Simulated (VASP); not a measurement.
# Ti (I4_1/amd) in VASP: a series of runs

Ti is run at these levels: PBE; tasks: single point.

Program: VASP 6.6.1. These are calculated values, not measurements. Logs are shortened: lines on timing, memory, paths and dates and some standing lists are left out, and cuts for length are marked.

## 1. The cell of the first run

Symmetry: I4_1/amd, No. 141, tetragonal system. Conventional cell: a = 4.102 Å, b = 4.102 Å, c = 2.404 Å, α = 90.00°, β = 90.00°, γ = 90.00°. Ti (site symmetry -4m2) has 10 Ti at 2.14 to 2.73 Å within 2.8 Å.

## 2. Single point, PBE

INCAR reads:

```
SYSTEM = Ti
PREC = Accurate
ENCUT = 520
EDIFF = 1E-6
ISMEAR = -1
SIGMA = 0.1
LREAL = .False.
LASPH = .True.
NELM = 60
ALGO = Normal
ISIF = 2
LWAVE = .False.
LCHARG = .True.
GGA = PE
LELF = .True.
LVHAR = .True.
NBANDS = 19
```

KPOINTS reads:

```
regular mesh
0
Gamma
  18 18 18
  0 0 0
```

POSCAR reads:

```
Ti
1.0
   -2.0512111173      2.0512111173      1.2022460245
    2.0512111173     -2.0512111173      1.2022460245
    2.0512111173      2.0512111173     -1.2022460245
Ti
2
Direct
   -0.3750000000     -0.1250000000     -0.2500000000
    0.3750000000      0.1250000000      0.2500000000
```

Potentials or basis: VASP PAW PBE potentials, release 64 (Ti_sv).

The run is started by

```
$ cat potpaw_PBE.64/Ti_sv/POTCAR > POTCAR
$ mpirun -np 1 vasp_std > vasp.out
```

OUTCAR:

```text
SYSTEM = Ti
   PREC = Accurate
   ENCUT = 520
   EDIFF = 1E-6
   ISMEAR = -1
   LREAL = .False.
   LASPH = .True.
   NELM = 60
   ISIF = 2
   GGA = PE

 ion  position               nearest neighbor table
   1  0.625  0.875  0.750-   2 2.14   2 2.14   2 2.14   2 2.14   2 2.73   2 2.73   2 2.73   2 2.73

   2  0.375  0.125  0.250-   1 2.14   1 2.14   1 2.14   1 2.14   1 2.73   1 2.73   1 2.73   1 2.73

  LATTYP: Found a body centered tetragonal cell.
 ALAT       =     4.1024222346
 C/A-ratio  =     0.5861152050

  Lattice vectors:

 A1 = (  -2.0512111173,   2.0512111173,   1.2022460245)
 A2 = (   2.0512111173,  -2.0512111173,   1.2022460245)
 A3 = (   2.0512111173,   2.0512111173,  -1.2022460245)

Analysis of symmetry for initial positions (statically):
=====================================================================
 Subroutine PRICEL returns:
 Original cell was already a primitive cell.

 Routine SETGRP: Setting up the symmetry group for a
 body centered tetragonal supercell.

 Subroutine GETGRP returns: Found 16 space group operations
 (whereof  4 operations were pure point group operations)
 out of a pool of 16 trial point group operations.

The static configuration has the point symmetry C_2h.
 The point group associated with its full space group is D_4h.

Analysis of symmetry for dynamics (positions and initial velocities):
=====================================================================
 Subroutine PRICEL returns:
 Original cell was already a primitive cell.

 Routine SETGRP: Setting up the symmetry group for a
 body centered tetragonal supercell.

 Subroutine GETGRP returns: Found 16 space group operations
 (whereof  4 operations were pure point group operations)
 out of a pool of 16 trial point group operations.

The dynamic configuration has the point symmetry C_2h.
 The point group associated with its full space group is D_4h.

 Subroutine INISYM returns: Found 16 space group operations
 (whereof  4 operations are pure point group operations),
 and found     1 'primitive' translations

----------------------------------------------------------------------------------------

                                     Primitive cell

  volume of cell :      20.2336

  direct lattice vectors                    reciprocal lattice vectors
[... 76 lines left out ...]
   NGXF,Y,Z  is equivalent  to a cutoff of  25.41, 25.41, 25.41 a.u.
 SYSTEM =  Ti
   PREC   = accura    normal or accurate (medium, high low for compatibility)
   ISTART =      0    job   : 0-new  1-cont  2-samecut
   ICHARG =      2    charge: 1-file 2-atom 10-const
   ISPIN  =      1    spin polarized calculation?
   LNONCOLLINEAR =      F non collinear calculations
   LSORBIT =      F    spin-orbit coupling
   LASPH  =      T    aspherical Exc in radial PAW
   ENCUT  =  520.0 eV  38.22 Ry    6.18 a.u.   5.84  5.84  5.84*2*pi/ulx,y,z
   NELM   =     60;   NELMIN=  2; NELMDL= -5     # of ELM steps
   EDIFF  = 0.1E-05   stopping-criterion for ELM
   LREAL  =      F    real-space projection
   EDIFFG = 0.1E-04   stopping-criterion for IOM
   NSW    =      0    number of steps for IOM
   IBRION =     -1    ionic relax: 0-MD 1-quasi-New 2-CG
   NFREE  =      0    steps in history (QN), initial steepest desc. (CG)
   ISIF   =      2    stress and relaxation
   ISYM   =      2    0-nonsym 1-usesym 2-fastsym
   POTIM  = 0.5000    time-step for ionic-motion
   TEBEG  =    0.0;   TEEND  =   0.0 temperature during run
   PSTRESS=    0.0 pullay stress
   NELECT =      24.0000    total number of electrons
   NUPDOWN=      -1.0000    fix difference up-down
   EMIN   =  10.00;   EMAX   =-10.00  energy-range for DOS
   EFERMI =   0.00;   METHOD = LEGACY
   ISMEAR =    -1;   SIGMA  =   0.10  broadening in eV -4-tet -1-fermi 0-gaus
   EFERMI_NEDOS =   21; number of points for ismear=-14 and -15
   IALGO  =     38    algorithm
   IMIX   =      4    mixing-type and parameters
     AMIX     =   0.40;   BMIX     =  1.00
     AMIX_MAG =   1.60;   BMIX_MAG =  1.00
  volume/ion in A,a.u.               =      10.12        68.27
  Fermi-wavevector in a.u.,A,eV,Ry     =   1.732955  3.274810 40.860094  3.003132
  Thomas-Fermi vector in A             =   2.807033
   LORBIT       =      0    0 simple, 1 ext, 2 COOP (PROOUT), +10 PAW based schemes
   GGA     = PE    functional components
   LHFCALC =     F    Hartree Fock is set to
   AEXX    =    0.0000 exact exchange contribution
   IVDW    =     0    specifies the selected vdW correction
   LEPSILON=     F    determine dielectric tensor
   LRPA    =     F    only Hartree local field effects (RPA)
 non-spin polarized calculation
  energy-cutoff  :      520.00
  volume of cell :       20.23
 maximum number of plane-waves:       558
   NGX = 11   NGY = 11   NGZ = 11

 number of electron      24.0000011 magnetization

 Free energy of the ion-electron system (eV)
  ---------------------------------------------------
  ext. energy  EPLUGINS =         0.00000000
  ---------------------------------------------------
  free energy    TOTEN  =       -10.89033167 eV

  energy without entropy =      -10.81485693  energy(sigma->0) =      -10.85259430

 E-fermi :  14.9362     XC(G=0): -14.2757

 val. band max:       14.9352368650   @ k =  -0.3333   0.3889   0.2778
 cond. band min:      14.9400311976   @ k =  -0.1111  -0.4444   0.0556
 fundamental gap:      0.0047943326
 Fermi energy:        14.9361815281

 k-point     1 :       0.0000    0.0000    0.0000
  band No.  band energies     occupation
      1     -41.7641      2.00000
      2     -39.7507      2.00000
      3     -18.7698      2.00000
      4     -18.7698      2.00000
      5     -15.9714      2.00000
      6     -15.9139      2.00000
[... 505 lines left out ...]
      6     -16.3863      2.00000
[... 11 lines left out ...]
     18      21.8252      0.00000
     19      22.8499      0.00000

 [... further k-points ...]
[... 5 lines left out ...]
  --------------------------------------------------------------------------------------
  -------------------------------------------------------------------------------------
  Total       16.7445784     16.7445784     16.3269696     -0.0000000      0.0000000     -0.0000000
  in kB     1325.8998918   1325.8998918   1292.8320232     -0.0000000      0.0000000     -0.0000000
  external PRESSURE =    1314.8772689 kB  Pullay stress =       0.0000000 kB

 VOLUME and BASIS-vectors are now :
 -----------------------------------------------------------------------------
  energy-cutoff  :      520.00
  volume of cell :       20.23
      direct lattice vectors                 reciprocal lattice vectors
    -2.051211117  2.051211117  1.202246024     0.000000000  0.243758429  0.415888254
     2.051211117 -2.051211117  1.202246024     0.243758429  0.000000000  0.415888254
     2.051211117  2.051211117 -1.202246024     0.243758429  0.243758429  0.000000000

 POSITION                                       TOTAL-FORCE (eV/Angst)
 -----------------------------------------------------------------------------------
      2.05121      1.02561      0.90168         0.000000     -0.000000     -0.000000
     -0.00000      1.02561      0.30056        -0.000000      0.000000      0.000000
 -----------------------------------------------------------------------------------
    total drift:                               -0.000000      0.000000      0.000000

  FREE ENERGIE OF THE ION-ELECTRON SYSTEM (eV)
  ---------------------------------------------------
  free  energy   TOTEN  =       -10.8903316733 eV

  energy  without entropy=      -10.8148569294  energy(sigma->0) =      -10.85259430
```

OSZICAR:

```text
N       E                     dE             d eps       ncg     rms          rms(c)
DAV:   1     0.258275871665E+03    0.25828E+03   -0.12662E+04 18528   0.176E+03
DAV:   2     0.144253199034E+02   -0.24385E+03   -0.23841E+03 18604   0.450E+02
DAV:   3    -0.102806836415E+02   -0.24706E+02   -0.23589E+02 33500   0.124E+02
DAV:   4    -0.110927744689E+02   -0.81209E+00   -0.80597E+00 20420   0.220E+01
DAV:   5    -0.111125023574E+02   -0.19728E-01   -0.19723E-01 23922   0.308E+00    0.261E+01
DAV:   6    -0.106809350296E+02    0.43157E+00   -0.19582E+00 24852   0.150E+01    0.118E+01
DAV:   7    -0.108199284668E+02   -0.13899E+00   -0.52948E-01 26469   0.581E+00    0.353E+00
DAV:   8    -0.108917357542E+02   -0.71807E-01   -0.25110E-01 22594   0.431E+00    0.568E-01
DAV:   9    -0.108902646936E+02    0.14711E-02   -0.18441E-02 22404   0.130E+00    0.321E-01
DAV:  10    -0.108900175472E+02    0.24715E-03   -0.63788E-03 18457   0.719E-01    0.208E-01
DAV:  11    -0.108903258193E+02   -0.30827E-03   -0.98055E-04 18745   0.273E-01    0.154E-02
DAV:  12    -0.108903295727E+02   -0.37535E-05   -0.19679E-05 22656   0.372E-02    0.181E-02
DAV:  13    -0.108903311802E+02   -0.16075E-05   -0.55498E-06 18271   0.216E-02    0.401E-03
DAV:  14    -0.108903316733E+02   -0.49306E-06   -0.35767E-07  9780   0.546E-03
   1 F= -.10890332E+02 E0= -.10852594E+02  d E =-.754747E-01
```

stdout:

```text
POSCAR found type information on POSCAR Ti
 POSCAR found :  1 types and       2 ions
 scaLAPACK will be used
 LDA part: xc-table for (Slater+PW92), standard interpolation
 POSCAR, INCAR and KPOINTS ok, starting setup
 FFT: planning ... GRIDC
 FFT: planning ... GRID_SOFT
 FFT: planning ... GRID
 WAVECAR not read
 entering main loop
```

Wall time 62 s (1 thread of Intel Xeon 6975P-C (Granite Rapids), shared host); peak memory 0.25 GiB.

What came out:

* Free energy: -10.8903 eV
* Pressure: 131.5 GPa
* Band gap on the k mesh: zero (bands 12 and 13 overlap by 1.84 eV)

Caveat: the cell stands under pressure.

## 3. Single point, PBE

INCAR reads:

```
SYSTEM = Ti
ALGO = Normal
EDIFF = 1E-6
ENCUT = 520
GGA = PE
ISIF = 2
ISMEAR = -1
LASPH = .True.
LCHARG = .False.
LREAL = .False.
LWAVE = .False.
NBANDS = 19
NELM = 100
PREC = Accurate
SIGMA = 0.1
```

KPOINTS reads:

```
k-points
0
Gamma
  18 18 18
  0 0 0
```

POSCAR reads:

```
Ti
1.0
   -2.0512354013      2.0512354013      1.2024023164
    2.0512354013     -2.0512354013      1.2024023164
    2.0512354013      2.0512354013     -1.2024023164
Ti
2
Direct
   -0.3750000000     -0.1250000000     -0.2500000000
    0.3750000000      0.1250000000      0.2500000000
```

Potentials or basis: VASP PAW PBE potentials, release 64 (Ti_sv).

The run is started by

```
$ cat potpaw_PBE.64/Ti_sv/POTCAR > POTCAR
$ mpirun -np 1 vasp_std > vasp.out
```

It took 62 s on 1 thread of Intel Xeon 6975P-C (Granite Rapids), shared host; peak memory 0.25 GiB.

The run converged. Its results:

```
Free energy            : -10.8929 eV
Pressure               : 131.4 GPa
Band gap on the k mesh : zero (bands 12 and 13 overlap by 1.84 eV)
```

Stress tensor (GPa, compression positive):
```
132.53   0.00   0.00
  0.00 132.53   0.00
  0.00   0.00 129.19
```

Levels at points of the mesh, in eV from the Fermi level:
```tsv
k point	band 10	band 11	band 12	band 13	band 14	band 15
(0.00, 0.00, 0.00)	-5.75	-1.96	-0.99	0.19	3.36	3.36
(0.50, 0.00, 0.00)	-3.66	-1.72	-0.03	1.57	2.88	3.35
(0.50, 0.50, 0.00)	-3.20	-0.93	-0.93	1.14	1.14	4.12
(0.50, 0.50, 0.50)	-2.47	0.43	0.43	2.53	2.53	3.47
```

Caveat: the cell stands under pressure.
